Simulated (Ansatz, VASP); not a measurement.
K2SiB2: VASP beside Ansatz

INCAR

```
ALGO     = Normal         # electronic algorithm
EDIFF    = 1E-6           # SCF threshold, eV
ENCUT    = 520            # plane-wave cutoff, eV
GGA      = PE             # functional
ISIF     = 2              # what is computed and relaxed
ISMEAR   = 0              # smearing method
LASPH    = T              # aspherical terms in the spheres
LCHARG   = F              # write CHGCAR
LREAL    = F              # projectors in reciprocal space
LWAVE    = F              # write WAVECAR
NBANDS   = 22             # bands
NELM     = 80             # most SCF steps
PREC     = Accurate       # precision mode
SIGMA    = 0.1            # smearing width, eV
```

File KPOINTS:

```
k-points
0
Gamma
  4 4 4
```

Contents of POSCAR:

```
K2SiB2
1.0
    1.9684085700     -7.2377031900      0.0000000000
    1.9684085700      7.2377031900      0.0000000000
    0.0000000000      0.0000000000      3.8162467700
K Si B
2 1 2
Direct
    0.3634366800      0.6365633200      0.5000000000
    0.6365633200      0.3634366800      0.5000000000
    0.0000000000      0.0000000000      0.0000000000
    0.2010860400      0.7989139600      0.0000000000
    0.7989139600      0.2010860400      0.0000000000
```

Input for Ansatz:

```yaml
crystal:
  lattice:
    - [1.96840857, -7.23770319, 0.0]
    - [1.96840857, 7.23770319, 0.0]
    - [0.0, 0.0, 3.81624677]
  atoms:
    - { symbol: K, position: [0.36343668, 0.63656332, 0.5] }
    - { symbol: K, position: [0.63656332, 0.36343668, 0.5] }
    - { symbol: Si, position: [0.0, 0.0, 0.0] }
    - { symbol: B, position: [0.20108604, 0.79891396, 0.0] }
    - { symbol: B, position: [0.79891396, 0.20108604, 0.0] }
basis:
  ecutwfc: 420
kpoints:
  mp_grid: { grid: [4, 4, 4] }
hamiltonian:
  xc: pbe
scf:
  occupations: { method: gaussian, width: 0.1 }
  lower_state_search: "off"
output:
  forces: true
  stress: true
  eigenvalues: true
```

Change from the starting cell: species swapped into the Sm2InNi2 type (Cmmm, No. 65).

Alike in both runs: task single point; functional PBE; k mesh 4 × 4 × 4; occupations gaussian, width 0.1 eV; no spin polarisation.

```csv
,VASP,Ansatz
version,VASP 6.6.1,Ansatz 0.2.0
potentials or method,"VASP PAW PBE potentials, release 64 (K_sv, Si, B), cutoff 520 eV","scalar-relativistic, plane waves, PAW"
valence electrons in the cell,28,28
```

Ansatz gave:

* gap on the k mesh at the Fermi level (eV): none
* pressure (GPa): -1.7
* traceless stress, the component that is largest in VASP (GPa): -6.91
* rms of the force components (eV/Å): 0.742

Q: Which values does VASP return?

A: gap on the k mesh at the Fermi level (eV): none; pressure (GPa): -1.5; traceless stress, the component that is largest in VASP (GPa): -6.95; rms of the force components (eV/Å): 0.743.

Atom by atom the forces differ by 0.003 eV/Å (rms over components). A gap of «none» marks a metal or a gap that the smearing closes. The functional is the same, so the differences come from potentials, cutoffs and numerics.

The k mesh is coarse, so the values compare programs but aren't converged.
